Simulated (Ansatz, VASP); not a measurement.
**Si in VASP and in Ansatz**

```
CELL_PARAMETERS angstrom
1.31450 -2.27678 0.00000
0.00000 0.00000 -2.49380
8.41280 3.64285 0.00000
ATOMIC_POSITIONS crystal
Si 0.65000 0.00000 0.87500
Si 0.45000 0.00000 0.12500
Si 0.85000 0.00000 0.37500
Si 0.25000 0.00000 0.62500
```

Alike in both runs: task single point; functional r2SCAN; k mesh 22 × 23 × 7; occupations gaussian, width 0.15 eV; no spin polarisation.

```csv
,VASP,Ansatz
version,VASP 6.6.1,Ansatz 0.2.0
potentials or method,"VASP PAW PBE potentials, release 64 (Si), cutoff 520 eV","scalar-relativistic, plane waves, PAW"
valence electrons in the cell,16,16
```

```tsv
	VASP	Ansatz	Ansatz less VASP
gap on the k mesh at the Fermi level (eV)	none	none	-
pressure (GPa)	2.9	3.0	+0.10
traceless stress, the component that is largest in VASP (GPa)	-4.39	-4.35	+0.045
rms of the force components (eV/Å)	0.535	0.537	+0.0026
```

VASP's potentials were made for PBE, not for r2SCAN. Atom by atom the forces differ by 0.003 eV/Å (rms over components). A gap of «none» marks a metal or a gap that the smearing closes.
